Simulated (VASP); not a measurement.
Wanted: the native input for a VASP 6.6.1 run.

| Quantity | Value |
| --- | --- |
| Task | single point |
| Functional | PBEsol |
| Potentials or basis | VASP PAW PBE potentials, release 64 (Pb_d, O) |
| Cutoff | 520 eV |
| k mesh | 8 × 8 × 6 |
| Occupations | gaussian, width 0.02 eV |
| Spin | no spin polarisation |
| Dipole correction | no |
| Further INCAR settings | ALGO = Normal; EDIFF = 1e-06; NBANDS = 28 |

The structure of PbO lies in POSCAR:

```
PbO
1.0
    3.9669678720      0.0000000000      0.0000000000
    0.0000000000      3.9669678720      0.0000000000
    0.0000000000      0.0000000000      5.3139288600
Pb O
2 2
Direct
    0.0000000000      0.5000000000      0.2182037806
    0.5000000000      0.0000000000      0.7817962194
    0.0000000000      0.0000000000      0.0000000000
    0.5000000000      0.5000000000      0.0000000000
```

This cell differs from its parent crystal: strained.

One way to write it, as run:

INCAR

```
SYSTEM = PbO
ALGO = Normal
EDIFF = 1E-6
ENCUT = 520
GGA = PS
ISIF = 2
ISMEAR = 0
LASPH = .True.
LCHARG = .False.
LREAL = .False.
LWAVE = .False.
NBANDS = 28
NELM = 100
PREC = Accurate
SIGMA = 0.02
```

KPOINTS

```
k-points
0
Gamma
  8 8 6
  0 0 0
```

Potentials or basis: VASP PAW PBE potentials, release 64 (Pb_d, O).

Launch:

```sh
$ cat potpaw_PBE.64/Pb_d/POTCAR potpaw_PBE.64/O/POTCAR > POTCAR
$ mpirun -np 1 vasp_std > vasp.out
```

Results of the run:

```json
{
 "Pressure": "2.1 GPa",
 "Largest force": "0.659 eV/Å",
 "Band gap on the k mesh": "1.56 eV, indirect (least direct gap 2.03 eV)"
}
```

Caveat: the cell differs from its parent crystal (strained); the PAW data sets were made with another functional, which shifts forces and pressure a little; spin-orbit coupling is left out, which moves the levels of the heavy elements.

Wall time 100 s on 1 thread of Intel(R) Xeon(R) 6975P-C (Granite Rapids) (shared host), peak memory 0.24 GiB.
